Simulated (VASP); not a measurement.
## Ca: single point with RPBE

Ca:

```
Ca
1.0
     3.61195    0.00000    0.00000
     0.00000    3.61195    0.00000
     0.00000    0.00000    3.61195
Ca
1
Direct
  0.00000 0.00000 0.00000
```

This isn't the form of Ca at room conditions, which is fcc.

```json
{
 "Program": "VASP 6.6.1",
 "Task": "single point",
 "Functional": "RPBE",
 "Potentials or basis": "VASP PAW PBE potentials, release 64 (Ca_sv)",
 "Cutoff": "520 eV",
 "k mesh": "10 × 10 × 10",
 "Occupations": "fermi-dirac, width 0.1 eV",
 "Spin": "no spin polarisation"
}
```

```json
{
 "Pressure": "-0.1 GPa",
 "Band gap on the k mesh": "zero (bands 5 and 6 overlap by 1.30 eV)"
}
```

Levels at points of the mesh, in eV from the Fermi level:
| k point | band 1 | band 2 | band 3 | band 4 | band 5 | band 6 | band 7 | band 8 | band 9 | band 10 |
| --- | --- | --- | --- | --- | --- | --- | --- | --- | --- | --- |
| (0.00, 0.00, 0.00) | -42.53 | -23.38 | -23.38 | -23.38 | -3.73 | 0.85 | 0.85 | 3.80 | 3.80 | 3.80 |
| (0.50, 0.00, 0.00) | -42.52 | -23.53 | -23.37 | -23.37 | -1.21 | -0.59 | 1.32 | 2.71 | 2.71 | 3.90 |
| (0.50, 0.50, 0.00) | -42.51 | -23.52 | -23.52 | -23.35 | -0.27 | 0.85 | 2.07 | 2.07 | 2.97 | 2.97 |
| (0.50, 0.50, 0.50) | -42.49 | -23.50 | -23.50 | -23.50 | 0.72 | 0.72 | 0.72 | 4.47 | 4.47 | 4.99 |

Wall time 20 s on 1 thread of Intel(R) Xeon(R) Platinum 8375C CPU @ 2.90GHz (Ice Lake), with other jobs on the host, peak memory 0.17 GiB.

Caveat: the PAW data sets were made with another functional, which shifts forces and pressure a little.
